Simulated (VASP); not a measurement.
A run of VASP 6.6.1:

INCAR

```
ALGO = Normal
EDIFF = 1E-6
ENCUT = 520
GGA = PS
ISIF = 2
ISMEAR = -1
LASPH = T
LCHARG = F
LREAL = F
LWAVE = F
NBANDS = 12
NELM = 100
PREC = Accurate
SIGMA = 0.05
```

Contents of KPOINTS:

```
k-points
0
Gamma
  10 10 10
```

Contents of POSCAR:

```
Ti
1.0
    0.0000000000      2.0300000000      1.9488000000
    2.0300000000      0.0000000000      1.9488000000
    2.0300000000      2.0300000000      0.0000000000
Ti
1
Direct
    0.0000000000      0.0000000000      0.0000000000
```

Potentials or basis: VASP PAW PBE potentials, release 64 (Ti_sv).

Command:

```sh
$ cat potpaw_PBE.64/Ti_sv/POTCAR > POTCAR
$ mpirun -np 1 vasp_std > vasp.out
```

Hardware: 1 thread of Intel Xeon 6975P-C, on a shared host.

Task: Estimate the wall time of this run.

Result: It took 12 s on 1 thread of Intel Xeon 6975P-C, on a shared host, peak memory 0.15 GiB. Counts: scf iterations 12, k points 102.
